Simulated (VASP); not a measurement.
## Te: single point with r2SCAN

Crystal: Te.

```
Te
1.0
     3.76866   -2.11917    0.00000
     3.76866    2.11917    0.00000
    -0.09302    0.00000    5.89532
Te
3
Cartesian
  0.0000 0.0000 0.0000
  2.3009 0.0000 1.9974
  5.1434 0.0000 3.8979
```

```yaml
Program: VASP 6.6.1
Task: single point
Functional: r2SCAN
Potentials_or_basis: VASP PAW PBE potentials, release 64 (Te)
Cutoff: 520 eV
k_mesh: 7 × 7 × 5
Occupations: fermi-dirac, width 0.05 eV
Spin: no spin polarisation
```

- Pressure: 2.4 GPa
- Largest force: 0.139 eV/Å
- Band gap on the k mesh: zero (band 9 reaches 6.92 eV, above the bottom of band 10 at 6.88 eV)

Forces on the atoms (eV/Å):
```
Te   0.000  0.000  0.000
Te   0.130  0.000 -0.050
Te  -0.130  0.000  0.050
```

Stress tensor (GPa, compression positive):
```
 2.14  0.00 -0.10
 0.00  2.40  0.00
-0.10  0.00  2.74
```

Levels at points of the mesh, in eV from the Fermi level:
| k point | band 5 | band 6 | band 7 | band 8 | band 9 | band 10 | band 11 | band 12 | band 13 | band 14 |
| --- | --- | --- | --- | --- | --- | --- | --- | --- | --- | --- |
| (0.00, 0.00, 0.00) | -3.09 | -2.34 | -2.12 | -1.88 | -1.72 | 1.00 | 1.03 | 1.68 | 4.97 | 5.43 |

Wall time 3.7 min on 1 thread of Intel(R) Xeon(R) Platinum 8259CL CPU @ 2.50GHz (Skylake/Cascade Lake) (shared host), peak memory 0.27 GiB.

Caveat: the PAW data sets were made with another functional, which shifts forces and pressure a little; spin-orbit coupling is left out, which moves the levels of the heavy elements.
